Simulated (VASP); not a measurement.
# Y (Fm-3m) in VASP: a series of runs

Aim: see how the results for Y move with the level of theory and the settings. Levels: LDA+U, PBE. Tasks: single point, relaxation of cell and atoms.

Program: VASP 6.6.1. These are calculated values, not measurements. Logs are shortened: lines on timing, memory, paths and dates and some standing lists are left out, and cuts for length are marked.

**1. The cell of the first run**

It takes space group Fm-3m (No. 225, cubic). The conventional cell has a = 5.104 Å, b = 5.104 Å, c = 5.104 Å, α = 90.00°, β = 90.00°, γ = 90.00°. Y (site symmetry m-3m) has 12 Y at 3.61 Å within 4.7 Å.

**2. Single point, LDA+U**

INCAR reads:

```
SYSTEM = Y
  PREC = Accurate
  ENCUT = 520
  EDIFF = 1E-6
  ISMEAR = -1
  SIGMA = 0.05
  LREAL = .False.
  LASPH = .True.
  NELM = 150
  ALGO = Normal
  ISIF = 2
  LWAVE = .False.
  LCHARG = .False.
  LMAXMIX = 4
  LDAU = .True.
  LDAUTYPE = 2
  LDAUL = 2
  LDAUU = 5
  LDAUJ = 0
  LDAUPRINT = 1
  NBANDS = 12
```

KPOINTS reads:

```
regular mesh
0
Gamma
  9 9 9
  0 0 0
```

POSCAR reads:

```
Y
1.0
    0.0000000000      2.5519910612      2.5519910612
    2.5519910612      0.0000000000      2.5519910612
    2.5519910612      2.5519910612      0.0000000000
Y
1
Direct
    0.0000000000      0.0000000000      0.0000000000
```

Potentials or basis: VASP PAW LDA potentials, release 64 (Y_sv).

Command:

```console
cat potpaw_LDA.64/Y_sv/POTCAR > POTCAR
mpirun -np 1 vasp_std > vasp.out
```

OUTCAR:

```text
SYSTEM = Y
   PREC = Accurate
   ENCUT = 520
   EDIFF = 1E-6
   ISMEAR = -1
   LREAL = .False.
   LASPH = .True.
   NELM = 150
   ISIF = 2

 ion  position               nearest neighbor table
   1  0.000  0.000  0.000-

  LATTYP: Found a face centered cubic cell.
 ALAT       =     5.1039821224

  Lattice vectors:

 A1 = (   0.0000000000,   2.5519910612,   2.5519910612)
 A2 = (   2.5519910612,   0.0000000000,   2.5519910612)
 A3 = (   2.5519910612,   2.5519910612,   0.0000000000)

Analysis of symmetry for initial positions (statically):
=====================================================================
 Subroutine PRICEL returns:
 Original cell was already a primitive cell.

 Routine SETGRP: Setting up the symmetry group for a
 face centered cubic supercell.

 Subroutine GETGRP returns: Found 48 space group operations
 (whereof 48 operations were pure point group operations)
 out of a pool of 48 trial point group operations.

The static configuration has the point symmetry O_h .

Analysis of symmetry for dynamics (positions and initial velocities):
=====================================================================
 Subroutine PRICEL returns:
 Original cell was already a primitive cell.

 Routine SETGRP: Setting up the symmetry group for a
 face centered cubic supercell.

 Subroutine GETGRP returns: Found 48 space group operations
 (whereof 48 operations were pure point group operations)
 out of a pool of 48 trial point group operations.

The dynamic configuration has the point symmetry O_h .

 Subroutine INISYM returns: Found 48 space group operations
 (whereof 48 operations are pure point group operations),
 and found     1 'primitive' translations

----------------------------------------------------------------------------------------

                                     Primitive cell

  volume of cell :      33.2405

  direct lattice vectors                    reciprocal lattice vectors
     0.000000000  2.551991061  2.551991061    -0.195925451  0.195925451  0.195925451
     2.551991061  0.000000000  2.551991061     0.195925451 -0.195925451  0.195925451
     2.551991061  2.551991061  0.000000000     0.195925451  0.195925451 -0.195925451

  length of vectors
     3.609060370  3.609060370  3.609060370     0.339352836  0.339352836  0.339352836

  position of ions in fractional coordinates (direct lattice)
     0.000000000  0.000000000  0.000000000

  ion indices of the primitive-cell ions
   primitive index   ion index
                 1           1

----------------------------------------------------------------------------------------

 KPOINTS: regular mesh

Automatic generation of k-mesh.
 Grid dimensions read from file:
 generate k-points for:    9    9    9

 Generating k-lattice:

  Cartesian coordinates                     Fractional coordinates (reciprocal lattice)
    -0.021769495  0.021769495  0.021769495     0.111111111  0.000000000  0.000000000
     0.021769495 -0.021769495  0.021769495     0.000000000  0.111111111  0.000000000
     0.021769495  0.021769495 -0.021769495     0.000000000  0.000000000  0.111111111

  Length of vectors
     0.037705871  0.037705871  0.037705871

  Shift w.r.t. Gamma in fractional coordinates (k-lattice)
     0.000000000  0.000000000  0.000000000

 Subroutine IBZKPT returns following result:
 ===========================================

 Found     35 irreducible k-points:

 Following reciprocal coordinates:
            Coordinates               Weight
  0.000000  0.000000  0.000000      1.000000
  0.111111  0.000000  0.000000      8.000000
  0.222222  0.000000  0.000000      8.000000
  0.333333  0.000000  0.000000      8.000000
  0.444444  0.000000  0.000000      8.000000
  0.111111  0.111111  0.000000      6.000000
[... 16 lines left out ...]
 -0.333333  0.333333  0.000000     12.000000
  0.444444  0.444444  0.000000      6.000000
 [... further k-points ...]
   k-points           NKPTS =     35   k-points in BZ     NKDIM =     35   number of bands    NBANDS=     12
   number of dos      NEDOS =    301   number of ions     NIONS =      1
   total plane-waves  NPLWV =  21952
   dimension x,y,z NGX =    28 NGY =   28 NGZ =   28
   dimension x,y,z NGXF=    56 NGYF=   56 NGZF=   56
   ions per type =               1
   NGX,Y,Z   is equivalent  to a cutoff of  12.90, 12.90, 12.90 a.u.
   NGXF,Y,Z  is equivalent  to a cutoff of  25.80, 25.80, 25.80 a.u.
 SYSTEM =  Y
   PREC   = accura    normal or accurate (medium, high low for compatibility)
   ISTART =      0    job   : 0-new  1-cont  2-samecut
   ICHARG =      2    charge: 1-file 2-atom 10-const
   ISPIN  =      1    spin polarized calculation?
   LNONCOLLINEAR =      F non collinear calculations
   LSORBIT =      F    spin-orbit coupling
   LASPH  =      T    aspherical Exc in radial PAW
   ENCUT  =  520.0 eV  38.22 Ry    6.18 a.u.   6.71  6.71  6.71*2*pi/ulx,y,z
   NELM   =    150;   NELMIN=  2; NELMDL= -5     # of ELM steps
   EDIFF  = 0.1E-05   stopping-criterion for ELM
   LREAL  =      F    real-space projection
   EDIFFG = 0.1E-04   stopping-criterion for IOM
   NSW    =      0    number of steps for IOM
   IBRION =     -1    ionic relax: 0-MD 1-quasi-New 2-CG
   NFREE  =      0    steps in history (QN), initial steepest desc. (CG)
   ISIF   =      2    stress and relaxation
   ISYM   =      2    0-nonsym 1-usesym 2-fastsym
   POTIM  = 0.5000    time-step for ionic-motion
   TEBEG  =    0.0;   TEEND  =   0.0 temperature during run
   PSTRESS=    0.0 pullay stress
   NELECT =      11.0000    total number of electrons
   NUPDOWN=      -1.0000    fix difference up-down
   EMIN   =  10.00;   EMAX   =-10.00  energy-range for DOS
   EFERMI =   0.00;   METHOD = LEGACY
   ISMEAR =    -1;   SIGMA  =   0.05  broadening in eV -4-tet -1-fermi 0-gaus
   EFERMI_NEDOS =   21; number of points for ismear=-14 and -15
   IALGO  =     38    algorithm
   IMIX   =      4    mixing-type and parameters
     AMIX     =   0.40;   BMIX     =  1.00
     AMIX_MAG =   1.60;   BMIX_MAG =  1.00
  volume/ion in A,a.u.               =      33.24       224.32
  Fermi-wavevector in a.u.,A,eV,Ry     =   1.132357  2.139844 17.445821  1.282232
  Thomas-Fermi vector in A             =   2.269058
   LORBIT       =      0    0 simple, 1 ext, 2 COOP (PROOUT), +10 PAW based schemes
 LDA+U is selected, type is set to LDAUTYPE =  2
   angular momentum for each species LDAUL =     2
   U (eV)           for each species LDAUU =   5.0
   J (eV)           for each species LDAUJ =   0.0
   GGA     = CA    functional components
   LHFCALC =     F    Hartree Fock is set to
   AEXX    =    0.0000 exact exchange contribution
   IVDW    =     0    specifies the selected vdW correction
   LEPSILON=     F    determine dielectric tensor
   LRPA    =     F    only Hartree local field effects (RPA)
 non-spin polarized calculation
  energy-cutoff  :      520.00
  volume of cell :       33.24
 maximum number of plane-waves:       914
   NGX = 13   NGY = 13   NGZ = 13

atom =   1  type =  1  l = 2

 onsite density matrix

spin component  1

  0.0736 -0.0000  0.0000  0.0000  0.0000
 -0.0000  0.0736 -0.0000  0.0000 -0.0000
  0.0000 -0.0000  0.0620  0.0000 -0.0000
  0.0000  0.0000  0.0000  0.0736  0.0000
  0.0000 -0.0000 -0.0000  0.0000  0.0620

spin component  2

  0.0736 -0.0000  0.0000  0.0000  0.0000
 -0.0000  0.0736 -0.0000  0.0000 -0.0000
  0.0000 -0.0000  0.0620  0.0000 -0.0000
  0.0000  0.0000  0.0000  0.0736  0.0000
  0.0000 -0.0000 -0.0000  0.0000  0.0620

 occupancies and eigenvectors

  o =  0.0620  v =  0.0000 -0.0000 -0.0762  0.0000  0.9971  0.0000  0.0000  0.0000  0.0000  0.0000      0.0000  0.0000  0.0000  0.0000  0.0000  0.0000  0.0000  0.0000  0.0000  0.0000
  o =  0.0620  v =  0.0000  0.0000  0.0000  0.0000  0.0000  0.0000 -0.0000 -0.0762  0.0000  0.9971      0.0000  0.0000  0.0000  0.0000  0.0000  0.0000  0.0000  0.0000  0.0000  0.0000
  o =  0.0620  v =  0.0000  0.0000  0.0000  0.0000  0.0000  0.0000 -0.0000 -0.9971 -0.0000 -0.0762      0.0000  0.0000  0.0000  0.0000  0.0000  0.0000  0.0000  0.0000  0.0000  0.0000
  o =  0.0620  v =  0.0000 -0.0000 -0.9971 -0.0000 -0.0762  0.0000  0.0000  0.0000  0.0000  0.0000      0.0000  0.0000  0.0000  0.0000  0.0000  0.0000  0.0000  0.0000  0.0000  0.0000
  o =  0.0736  v =  0.0000  0.0000  0.0000  0.0000  0.0000  1.0000  0.0000  0.0000  0.0000  0.0000      0.0000  0.0000  0.0000  0.0000  0.0000  0.0000  0.0000  0.0000  0.0000  0.0000
  o =  0.0736  v =  1.0000  0.0000  0.0000  0.0000  0.0000  0.0000  0.0000  0.0000  0.0000  0.0000      0.0000  0.0000  0.0000  0.0000  0.0000  0.0000  0.0000  0.0000  0.0000  0.0000
  o =  0.0736  v =  0.0000  0.1404 -0.0000  0.9901 -0.0000  0.0000  0.0000  0.0000  0.0000  0.0000      0.0000  0.0000  0.0000  0.0000  0.0000  0.0000  0.0000  0.0000  0.0000  0.0000
  o =  0.0736  v =  0.0000  0.0000  0.0000  0.0000  0.0000  0.0000  0.1404 -0.0000  0.9901 -0.0000      0.0000  0.0000  0.0000  0.0000  0.0000  0.0000  0.0000  0.0000  0.0000  0.0000
  o =  0.0736  v =  0.0000  0.9901 -0.0000 -0.1404  0.0000  0.0000  0.0000  0.0000  0.0000  0.0000      0.0000  0.0000  0.0000  0.0000  0.0000  0.0000  0.0000  0.0000  0.0000  0.0000
  o =  0.0736  v =  0.0000  0.0000  0.0000  0.0000  0.0000  0.0000  0.9901 -0.0000 -0.1404  0.0000      0.0000  0.0000  0.0000  0.0000  0.0000  0.0000  0.0000  0.0000  0.0000  0.0000

 number of electron      11.0000001 magnetization

 Free energy of the ion-electron system (eV)
  ---------------------------------------------------
  ext. energy  EPLUGINS =         0.00000000
  ---------------------------------------------------
  free energy    TOTEN  =        -4.98345722 eV

  energy without entropy =       -4.97022188  energy(sigma->0) =       -4.97683955

 E-fermi :   3.5577     XC(G=0):  -9.6510

 val. band max:        3.5443701231   @ k =   0.4444   0.1111   0.0000
 cond. band min:       3.5639589582   @ k =   0.3333   0.3333   0.0000
 fundamental gap:      0.0195888351
 Fermi energy:         3.5577044192

 k-point     1 :       0.0000    0.0000    0.0000
  band No.  band energies     occupation
      1     -40.1857      2.00000
      2     -19.9772      2.00000
      3     -19.9772      2.00000
      4     -19.9772      2.00000
      5      -1.9376      2.00000
      6       5.8967      0.00000
      7       5.8967      0.00000
      8       5.8967      0.00000
      9       8.0674      0.00000
     10       8.0674      0.00000
     11      11.7622      0.00000
     12      14.9480      0.00000
[... 331 lines left out ...]
 k-point    24 :       0.4444    0.4444    0.0000
  band No.  band energies     occupation
      1     -40.1100      2.00000
      2     -20.4487      2.00000
      3     -20.1575      2.00000
      4     -20.1575      2.00000
      5       1.8367      2.00000
      6       3.1346      1.99958
      7       4.7307      0.00000
      8       9.2360      0.00000
      9       9.2360      0.00000
     10       9.5433      0.00000
     11      11.2351      0.00000
     12      11.2351      0.00000

 [... further k-points ...]
[... 5 lines left out ...]
  --------------------------------------------------------------------------------------
  -------------------------------------------------------------------------------------
  Total        1.1130451      1.1130451      1.1130451      0.0000000      0.0000000     -0.0000000
  in kB       53.6482930     53.6482930     53.6482930      0.0000000      0.0000000     -0.0000000
  external PRESSURE =      53.6482930 kB  Pullay stress =       0.0000000 kB

 VOLUME and BASIS-vectors are now :
 -----------------------------------------------------------------------------
  energy-cutoff  :      520.00
  volume of cell :       33.24
      direct lattice vectors                 reciprocal lattice vectors
     0.000000000  2.551991061  2.551991061    -0.195925451  0.195925451  0.195925451
     2.551991061  0.000000000  2.551991061     0.195925451 -0.195925451  0.195925451
     2.551991061  2.551991061  0.000000000     0.195925451  0.195925451 -0.195925451

 POSITION                                       TOTAL-FORCE (eV/Angst)
 -----------------------------------------------------------------------------------
      0.00000      0.00000      0.00000         0.000000     -0.000000      0.000000
 -----------------------------------------------------------------------------------
    total drift:                               -0.000000     -0.000000     -0.000000

  FREE ENERGIE OF THE ION-ELECTRON SYSTEM (eV)
  ---------------------------------------------------
  free  energy   TOTEN  =        -4.9834572210 eV

  energy  without entropy=       -4.9702218751  energy(sigma->0) =       -4.97683955
```

Run time: 6.3 s. Hardware: 1 thread of Intel Xeon 6975P-C (Granite Rapids), shared host; peak memory 0.16 GiB.

What came out:

```yaml
Free_energy: -4.9835 eV
Pressure: 5.4 GPa
```

Eigenvalues of the final occupation matrices:
```tsv
site	spin	trace	eigenvalues
site 1 d	1	0.34	0.06 0.06 0.07 0.07 0.07
site 1 d	2	0.34	0.06 0.06 0.07 0.07 0.07
```

Caveat: U without spin polarisation on a metal has little footing; the U is typed as a test and isn't derived for this compound.

**3. Single point, LDA+U**

INCAR reads:

```
PREC     = Accurate       # precision mode
ENCUT    = 520            # plane-wave cutoff, eV
EDIFF    = 1E-6           # SCF threshold, eV
ISMEAR   = -1             # smearing method
SIGMA    = 0.05           # smearing width, eV
LREAL    = False          # projectors in reciprocal space
LASPH    = True           # aspherical terms in the spheres
NELM     = 150            # most SCF steps
ALGO     = Fast           # electronic algorithm
ISIF     = 2              # what is computed and relaxed
LWAVE    = False          # write WAVECAR
LCHARG   = True           # write CHGCAR
LMAXMIX  = 4              # l up to which the mixer works
LDAU     = True           # DFT+U
LDAUTYPE = 2            
LDAUL    = 2              # shell
LDAUU    = 6              # U, eV
LDAUJ    = 0            
LDAUPRINT= 1            
GGA      = CA             # functional
LELF     = True           # ELF
LVHAR    = True         
NBANDS   = 12             # bands
```

KPOINTS reads:

```
Automatic mesh
0
Gamma
  9 9 9
```

POSCAR is that of step 2.

Potentials or basis: VASP PAW LDA potentials, release 64 (Y_sv).

Command:

```console
cat potpaw_LDA.64/Y_sv/POTCAR > POTCAR
mpirun -np 1 vasp_std > vasp.out
```

Wall time 9.4 s (1 thread of Intel Xeon 6975P-C (Granite Rapids), shared host); peak memory 0.16 GiB.

Results (log left out):

- Free energy: -4.6730 eV
- Pressure: 7.3 GPa

Levels at points of the mesh, in eV from the Fermi level:
```tsv
k point	band 3	band 4	band 5	band 6	band 7	band 8
(0.00, 0.00, 0.00)	-23.76	-23.76	-5.65	2.49	2.49	2.49
```

Eigenvalues of the final occupation matrices:
| site | spin | trace | eigenvalues |
| --- | --- | --- | --- |
| site 1 d | 1 | 0.32 | 0.06 0.06 0.07 0.07 0.07 |
| site 1 d | 2 | 0.32 | 0.06 0.06 0.07 0.07 0.07 |

Caveat: U without spin polarisation on a metal has little footing; the U is typed as a test and isn't derived for this compound.

**4. Single point, LDA+U**

INCAR reads:

```
  PREC = Accurate
  ENCUT = 520
  EDIFF = 1E-6
  ISMEAR = -1
  SIGMA = 0.05
  LREAL = False
  LASPH = True
  NELM = 150
  ALGO = Normal
  ISIF = 2
  LWAVE = False
  LCHARG = False
  LMAXMIX = 4
  LDAU = True
  LDAUTYPE = 2
  LDAUL = 2
  LDAUU = 8
  LDAUJ = 0
  LDAUPRINT = 1
  NBANDS = 12
```

KPOINTS is that of step 3.

POSCAR is that of step 3.

Command:

```console
cat potpaw_LDA.64/Y_sv/POTCAR > POTCAR
mpirun -np 1 vasp_std > vasp.out
```

It took 7.5 s on 1 thread of Intel Xeon 6975P-C (Granite Rapids), shared host; peak memory 0.15 GiB.

It converged, with:

```yaml
Free_energy: -4.1087 eV
Pressure: 10.9 GPa
```

Levels at points of the mesh, in eV from the Fermi level:
```
           k point  band 1  band 2  band 3  band 4  band 5  band 6  band 7  band 8  band 9  band 10
(0.00, 0.00, 0.00)  -44.45  -24.22  -24.22  -24.22   -5.99    2.77    2.77    2.77    5.11     5.11
```

Eigenvalues of the final occupation matrices:
```
    site  spin  trace               eigenvalues
site 1 d     1   0.28  0.05 0.05 0.06 0.06 0.06
site 1 d     2   0.28  0.05 0.05 0.06 0.06 0.06
```

Caveat: U without spin polarisation on a metal has little footing; the U is typed as a test and isn't derived for this compound.

**5. Relaxation of cell and atoms, PBE**

INCAR reads:

```
  ALGO = Normal
  EDIFF = 1E-6
  EDIFFG = -0.02
  ENCUT = 600
  GGA = PE
  IBRION = 2
  ISIF = 3
  ISMEAR = -1
  LASPH = True
  LCHARG = False
  LREAL = False
  LWAVE = False
  NELM = 100
  NSW = 80
  PREC = Accurate
  SIGMA = 0.05
```

KPOINTS reads:

```
k-points
0
Gamma
  7 7 7
```

POSCAR is that of step 4.

Potentials or basis: VASP PAW PBE potentials, release 64 (Y_sv).

Command:

```console
cat potpaw_PBE.64/Y_sv/POTCAR > POTCAR
mpirun -np 1 vasp_std > vasp.out
```

Wall time 17 s (1 thread of Intel Xeon 6975P-C (Granite Rapids), shared host); peak memory 0.18 GiB.

The run converged. Its results:

```
Free energy                            : -6.4172 eV
Relaxed volume                         : 32.32 Å³/atom
Relaxed cell                           : a = 3.575 Å, b = 3.575 Å, c = 3.575 Å, α = 60.00°, β = 60.00°, γ = 60.00°
Space group after relaxing (to 0.05 Å) : Fm-3m (No. 225)
Energy gained by relaxing              : 3.1 meV/atom
Ionic steps                            : 3
Pressure after relaxing                : 0.0 GPa
```

Step by step:
```csv
step,energy change (eV),largest force (eV/Å),pressure (GPa),volume (Å³)
1,0.0000,0.0000,-1.06,33.24
2,-0.0031,0.0000,0.16,32.20
3,-0.0031,0.0000,0.00,32.32
```

Final structure:
```yaml
crystal:
  lattice:
    - [0.00000, 2.52814, 2.52814]
    - [2.52814, 0.00000, 2.52814]
    - [2.52814, 2.52814, 0.00000]
  atoms:
    - { symbol: Y, position: [0.00000, 0.00000, 0.00000] }
```

Levels at points of the mesh, in eV from the Fermi level:
```tsv
k point	band 2	band 3	band 4	band 5	band 6	band 7	band 8	band 9
(0.00, 0.00, 0.00)	-22.36	-22.36	-22.36	-4.78	1.79	1.79	1.79	3.81
```

**6. Overview**

```tsv
task	level	potentials or basis	U	cell	k mesh	cutoff (eV)	gap on the mesh (eV)	pressure (GPa)
single point	LDA+U	VASP PAW LDA potentials, release 64 (Y_sv)	Y d U = 5.0 eV	as given	9 × 9 × 9	520	none	5.4
single point	LDA+U	VASP PAW LDA potentials, release 64 (Y_sv)	Y d U = 6.0 eV	as given	9 × 9 × 9	520	none	7.3
single point	LDA+U	VASP PAW LDA potentials, release 64 (Y_sv)	Y d U = 8.0 eV	as given	9 × 9 × 9	520	none	10.9
relaxation of cell and atoms	PBE	VASP PAW PBE potentials, release 64 (Y_sv)	-	relaxed	7 × 7 × 7	600	none	0.0
```

Alike in all rows: no spin polarisation; smearing fermi-dirac 0.05 eV.

Caveats: U without spin polarisation on a metal has little footing (some runs); the U is typed as a test and isn't derived for this compound (some runs).

Absolute energies hang on the potentials; compare differences alone.
